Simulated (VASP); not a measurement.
# Zn (Fm-3m) in VASP: a series of runs

Aim: see how the results for Zn move with the level of theory and the settings. Levels: PBE+D3(BJ), PBE. Tasks: single point.

Program: VASP 6.6.1. These are calculated values, not measurements. Logs are shortened: lines on timing, memory, paths and dates and some standing lists are left out, and cuts for length are marked.

## (1) The cell of the first run

The structure is cubic, space group Fm-3m (No. 225). Conventional cell: a = 4.117 Å, b = 4.117 Å, c = 4.117 Å, α = 90.00°, β = 90.00°, γ = 90.00°. Within 3.8 Å of Zn (site symmetry m-3m) lie 12 Zn at 2.91 Å.

## (2) Single point, PBE+D3(BJ) (volume scaled by 1.15)

Contents of INCAR:

```
SYSTEM = Zn
ALGO = Normal ; EDIFF = 1E-6
ENCUT = 500 ; GGA = PE
GGA_COMPAT = .False. ; ISIF = 2
ISMEAR = 0 ; IVDW = 12
LASPH = .True. ; LCHARG = .False.
LREAL = .False. ; LWAVE = .False.
NBANDS = 12 ; NELM = 120
PREC = Accurate ; SIGMA = 0.05
```

Contents of KPOINTS:

```
k-points
0
Gamma
  12 12 12
  0 0 0
```

Contents of POSCAR:

```
Zn
1.0
    0.0000000000      2.0584752895      2.0584752895
    2.0584752895      0.0000000000      2.0584752895
    2.0584752895      2.0584752895      0.0000000000
Zn
1
Direct
    0.0000000000      0.0000000000      0.0000000000
```

Potentials or basis: VASP PAW PBE potentials, release 64 (Zn).

The run is started by

```bash
> cat potpaw_PBE.64/Zn/POTCAR > POTCAR
> mpirun -np 1 vasp_std > vasp.out
```

OUTCAR:

```text
SYSTEM = Zn
   EDIFF = 1E-6
   ENCUT = 500
   GGA = PE
   ISIF = 2
   ISMEAR = 0
   IVDW = 12
   LASPH = .True.
   LREAL = .False.
   NELM = 120
   PREC = Accurate
 IVDW          = 12

 ion  position               nearest neighbor table
   1  0.000  0.000  0.000-

  LATTYP: Found a face centered cubic cell.
 ALAT       =     4.1169505790

  Lattice vectors:

 A1 = (   0.0000000000,   2.0584752895,   2.0584752895)
 A2 = (   2.0584752895,   0.0000000000,   2.0584752895)
 A3 = (   2.0584752895,   2.0584752895,   0.0000000000)

Analysis of symmetry for initial positions (statically):
=====================================================================
 Subroutine PRICEL returns:
 Original cell was already a primitive cell.

 Routine SETGRP: Setting up the symmetry group for a
 face centered cubic supercell.

 Subroutine GETGRP returns: Found 48 space group operations
 (whereof 48 operations were pure point group operations)
 out of a pool of 48 trial point group operations.

The static configuration has the point symmetry O_h .

Analysis of symmetry for dynamics (positions and initial velocities):
=====================================================================
 Subroutine PRICEL returns:
 Original cell was already a primitive cell.

 Routine SETGRP: Setting up the symmetry group for a
 face centered cubic supercell.

 Subroutine GETGRP returns: Found 48 space group operations
 (whereof 48 operations were pure point group operations)
 out of a pool of 48 trial point group operations.

The dynamic configuration has the point symmetry O_h .

 Subroutine INISYM returns: Found 48 space group operations
 (whereof 48 operations are pure point group operations),
 and found     1 'primitive' translations

----------------------------------------------------------------------------------------

                                     Primitive cell

  volume of cell :      17.4448

  direct lattice vectors                    reciprocal lattice vectors
     0.000000000  2.058475290  2.058475290    -0.242898228  0.242898228  0.242898228
     2.058475290  0.000000000  2.058475290     0.242898228 -0.242898228  0.242898228
     2.058475290  2.058475290  0.000000000     0.242898228  0.242898228 -0.242898228

  length of vectors
     2.911123672  2.911123672  2.911123672     0.420712072  0.420712072  0.420712072

  position of ions in fractional coordinates (direct lattice)
     0.000000000  0.000000000  0.000000000

  ion indices of the primitive-cell ions
   primitive index   ion index
                 1           1

----------------------------------------------------------------------------------------
[... 83 lines left out ...]
   EMIN   =  10.00;   EMAX   =-10.00  energy-range for DOS
   EFERMI =   0.00;   METHOD = LEGACY
   ISMEAR =     0;   SIGMA  =   0.05  broadening in eV -4-tet -1-fermi 0-gaus
   EFERMI_NEDOS =   21; number of points for ismear=-14 and -15
   IALGO  =     38    algorithm
   IMIX   =      4    mixing-type and parameters
     AMIX     =   0.40;   BMIX     =  1.00
     AMIX_MAG =   1.60;   BMIX_MAG =  1.00
  volume/ion in A,a.u.               =      17.44       117.72
  Fermi-wavevector in a.u.,A,eV,Ry     =   1.445150  2.730937 28.415203  2.088458
  Thomas-Fermi vector in A             =   2.563364
   LORBIT       =      0    0 simple, 1 ext, 2 COOP (PROOUT), +10 PAW based schemes
   GGA     = PE    functional components
   LHFCALC =     F    Hartree Fock is set to
   AEXX    =    0.0000 exact exchange contribution
   IVDW    =    12    specifies the selected vdW correction
   LEPSILON=     F    determine dielectric tensor
   LRPA    =     F    only Hartree local field effects (RPA)
 non-spin polarized calculation
 Gauss-broadening in eV      SIGMA  =   0.05
  energy-cutoff  :      500.00
  volume of cell :       17.44
 maximum number of plane-waves:       459
 NGX is ok and might be reduce to    24
   NGX = 11   NGY = 11   NGZ = 11

 number of electron      12.0000013 magnetization

 Free energy of the ion-electron system (eV)
  ---------------------------------------------------
  ext. energy  EPLUGINS =         0.00000000
  ---------------------------------------------------
  free energy    TOTEN  =        -1.02367967 eV

  energy without entropy =       -1.02301995  energy(sigma->0) =       -1.02334981

 E-fermi :   2.0913     XC(G=0): -10.8632

 val. band max:        2.0460568306   @ k =  -0.4167   0.3333   0.0000
 cond. band min:       2.1155019366   @ k =  -0.3333   0.3333   0.1667
 fundamental gap:      0.0694451061
 Fermi energy:         2.0913186718

 k-point     1 :       0.0000    0.0000    0.0000
  band No.  band energies     occupation
      1      -7.1411      2.00000
      2      -5.1377      2.00000
      3      -5.1377      2.00000
      4      -5.1377      2.00000
      5      -4.8482      2.00000
      6      -4.8482      2.00000
      7      18.5528      0.00000
      8      18.5528      0.00000
      9      18.5528      0.00000
     10      20.0165      0.00000
     11      21.5382      0.00000
     12      21.5382      0.00000
[... 331 lines left out ...]
 k-point    24 :      -0.4167    0.1667    0.0000
  band No.  band energies     occupation
      1      -5.4914      2.00000
      2      -5.1965      2.00000
      3      -5.0291      2.00000
      4      -4.8452      2.00000
      5      -4.6612      2.00000
      6       0.1259      2.00000
      7       1.6999      2.00000
      8      10.6574      0.00000
      9      14.0150      0.00000
     10      16.4047      0.00000
     11      22.7292      0.00000
     12      23.6937      0.00000

 [... further k-points ...]

------------------------ aborting loop because EDIFF is reached ----------------------------------------

 Edisp (eV)   -0.34881

 E8    (eV) :    -0.1464

  FORCE on cell =-STRESS in cart. coord.  units (eV):
  Direction    XX          YY          ZZ          XY          YZ          ZX
  --------------------------------------------------------------------------------------
  -------------------------------------------------------------------------------------
  Total      -1.05355    -1.05355    -1.05355     0.00000     0.00000     0.00000
  in kB     -96.76093   -96.76093   -96.76093     0.00000     0.00000     0.00000
  external pressure =      -96.76 kB  Pullay stress =        0.00 kB

 VOLUME and BASIS-vectors are now :
 -----------------------------------------------------------------------------
  energy-cutoff  :      500.00
  volume of cell :       17.44
      direct lattice vectors                 reciprocal lattice vectors
     0.000000000  2.058475290  2.058475290    -0.242898228  0.242898228  0.242898228
     2.058475290  0.000000000  2.058475290     0.242898228 -0.242898228  0.242898228
     2.058475290  2.058475290  0.000000000     0.242898228  0.242898228 -0.242898228

 POSITION                                       TOTAL-FORCE (eV/Angst)
 -----------------------------------------------------------------------------------
      0.00000      0.00000      0.00000         0.000000     -0.000000      0.000000
 -----------------------------------------------------------------------------------
    total drift:                               -0.000000      0.000000     -0.000000

  FREE ENERGIE OF THE ION-ELECTRON SYSTEM (eV)
  ---------------------------------------------------
  free  energy   TOTEN  =        -1.3724904703 eV

  energy  without entropy=       -1.3718307535  energy(sigma->0) =       -1.37216061
```

Run time: 18 s. Hardware: 1 thread of Intel Xeon 8259CL, shared host; peak memory 0.15 GiB.

What came out:

* Free energy: -1.3725 eV
* Pressure: -9.7 GPa
* Band gap on the k mesh: zero (band 6 reaches 4.34 eV, above the bottom of band 7 at 0.58 eV)
* Dispersion energy per atom: -0.349 eV

Caveat: the cell differs from its parent crystal (volume scaled by 1.15); three body term missing; pairwise dispersion overbinds metals, which lowers pressure and volume.

## (3) Single point, PBE

This run uses another cell than the first one, of 15.17 Å³/atom, 0.870 times its volume.

Contents of INCAR:

```
PREC = Accurate
ENCUT = 520
EDIFF = 1E-7
ISMEAR = 0
SIGMA = 0.018000000000000002
LREAL = False
LASPH = True
NELM = 60
ALGO = Normal
ISIF = 2
LWAVE = False
LCHARG = True
GGA = PE
LELF = True
LVHAR = True
NBANDS = 12
```

Contents of KPOINTS:

```
Automatic mesh
0
Gamma
  12 12 12
```

Contents of POSCAR:

```
Zn
1.0
    0.0000000000      1.9647760000      1.9647760000
    1.9647760000      0.0000000000      1.9647760000
    1.9647760000      1.9647760000      0.0000000000
Zn
1
Direct
    0.0000000000      0.0000000000      0.0000000000
```

Potentials or basis: VASP PAW PBE potentials, release 64 (Zn).

The run is started by

```bash
> cat potpaw_PBE.64/Zn/POTCAR > POTCAR
> mpirun -np 1 vasp_std > vasp.out
```

OUTCAR:

```text
PREC = Accurate
   ENCUT = 520
   EDIFF = 1E-7
   ISMEAR = 0
   LREAL = False
   LASPH = True
   NELM = 60
   ISIF = 2
   GGA = PE

 ion  position               nearest neighbor table
   1  0.000  0.000  0.000-

  LATTYP: Found a face centered cubic cell.
 ALAT       =     3.9295520000

  Lattice vectors:

 A1 = (   0.0000000000,   1.9647760000,   1.9647760000)
 A2 = (   1.9647760000,   0.0000000000,   1.9647760000)
 A3 = (   1.9647760000,   1.9647760000,   0.0000000000)

Analysis of symmetry for initial positions (statically):
[... 531 lines left out ...]
      6       0.7916      2.00000
      7       2.7012      2.00000
      8      12.4712      0.00000
      9      16.1659      0.00000
     10      18.4927      0.00000
     11      25.5039      0.00000
     12      26.5934      0.00000

 [... further k-points ...]
[... 5 lines left out ...]
  --------------------------------------------------------------------------------------
  -------------------------------------------------------------------------------------
  Total        0.0195953      0.0195953      0.0195953      0.0000000     -0.0000000      0.0000000
  in kB        2.0696346      2.0696346      2.0696346      0.0000000     -0.0000000      0.0000000
  external PRESSURE =       2.0696346 kB  Pullay stress =       0.0000000 kB

 VOLUME and BASIS-vectors are now :
 -----------------------------------------------------------------------------
  energy-cutoff  :      520.00
  volume of cell :       15.17
      direct lattice vectors                 reciprocal lattice vectors
     0.000000000  1.964776000  1.964776000    -0.254481936  0.254481936  0.254481936
     1.964776000  0.000000000  1.964776000     0.254481936 -0.254481936  0.254481936
     1.964776000  1.964776000  0.000000000     0.254481936  0.254481936 -0.254481936

 POSITION                                       TOTAL-FORCE (eV/Angst)
 -----------------------------------------------------------------------------------
      0.00000      0.00000      0.00000         0.000000      0.000000     -0.000000
 -----------------------------------------------------------------------------------
    total drift:                               -0.000000      0.000000     -0.000000

  FREE ENERGIE OF THE ION-ELECTRON SYSTEM (eV)
  ---------------------------------------------------
  free  energy   TOTEN  =        -1.0754459061 eV

  energy  without entropy=       -1.0752505578  energy(sigma->0) =       -1.07534823
```

It took 14 s on 1 thread of Intel Xeon 8259CL, shared host; peak memory 0.14 GiB.

Results:

- Free energy: -1.0754 eV
- Pressure: 0.2 GPa
- Band gap on the k mesh: zero (band 6 reaches 5.33 eV, above the bottom of band 7 at 1.70 eV)

Levels at points of the mesh, in eV from the Fermi level:
```
           k point  band 4  band 5  band 6  band 7  band 8  band 9
(0.00, 0.00, 0.00)   -7.60   -7.22   -7.22   18.29   18.29   18.29
(0.50, 0.00, 0.00)   -6.94   -6.94   -2.88   -1.36   15.27   15.27
(0.50, 0.50, 0.00)   -6.87   -6.87   -0.97    1.75    8.45    8.45
```
